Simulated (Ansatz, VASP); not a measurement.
**One calculation of Sr2FeCl, two programs**

The input INCAR:

```
PREC = Accurate
ENCUT = 600
EDIFF = 1E-6
ISMEAR = -1
SIGMA = 0.1
LREAL = False
LASPH = True
NELM = 60
ALGO = Normal
ISIF = 3
LWAVE = False
LCHARG = False
GGA = PE
IBRION = 2
NSW = 60
EDIFFG = -0.01
```

File KPOINTS:

```
regular mesh
0
Gamma
  5 5 5
```

File POSCAR:

```
Sr2FeCl
1.0
    1.9567720000      3.3892220000      0.0000000000
   -1.9567720000      3.3892220000      0.0000000000
    0.0000000000     -2.2594820000      7.0105840000
Fe Cl Sr
1 1 2
Direct
    0.5000000000      0.5000000000      0.5000000000
    0.0000000000      0.0000000000      0.0000000000
    0.2308000000      0.2308000000      0.6924000000
    0.7692000000      0.7692000000      0.3076000000
```

Input for Ansatz:

```yaml
crystal:
  lattice:
    - [1.956772, 3.389222, 0.0]
    - [-1.956772, 3.389222, 0.0]
    - [0.0, -2.259482, 7.010584]
  atoms:
    - { symbol: Fe, position: [0.5, 0.5, 0.5] }
    - { symbol: Cl, position: [0.0, 0.0, 0.0] }
    - { symbol: Sr, position: [0.2308, 0.2308, 0.6924] }
    - { symbol: Sr, position: [0.7692, 0.7692, 0.3076] }
  symmetry: { tolerance: 0.0003 }
kpoints:
  mp_grid: { grid: [5, 5, 5], shift: [0, 0, 0] }
magnetization:
  spin_polarized: false
scf:
  occupations: { method: fermi_dirac }
hamiltonian:
  pseudopotentials: { kind: paw }
  xc: pbe
basis:
  ecutwfc: 420
  ecutrho_ratio: 6
output:
  forces: true
  stress: true
  eigenvalues: true
relax:
  max_steps: 40
  cell: {}
```

Alike in both runs: task relaxation of cell and atoms; functional PBE; k mesh 5 × 5 × 5; no spin polarisation.

|  | VASP | Ansatz |
| --- | --- | --- |
| version | VASP 6.6.1 | Ansatz 0.2.0 |
| potentials or method | VASP PAW PBE potentials, release 64 (Fe, Cl, Sr_sv), cutoff 600 eV | PAW plane waves |
| occupations | fermi-dirac, width 0.1 eV | fermi-dirac |
| valence electrons in the cell | 35 | 43 |

Ansatz gave:

```
gap on the k mesh at the Fermi level, each at its own relaxed structure (eV) : none
relaxed volume (Å³/atom)                                                     : 28.56
relaxed cell length with the largest relative difference (Å)                 : 4.004
```

Question: Estimate VASP's values.

Answer: gap on the k mesh at the Fermi level, each at its own relaxed structure (eV): none; relaxed volume (Å³/atom): 28.66; relaxed cell length with the largest relative difference (Å): 4.011.

A gap of «none» marks a metal or a gap that the smearing closes. VASP's potentials hold 35 valence electrons a cell and Ansatz's 43, so a difference there can come from the potentials and not from the codes. Ansatz's warnings: structure snapped to symmetry.

The k mesh is coarse, so the values compare programs but aren't converged. Noted on VASP's run: the volume moved by over 15 % at a fixed basis, so the end points are rough.
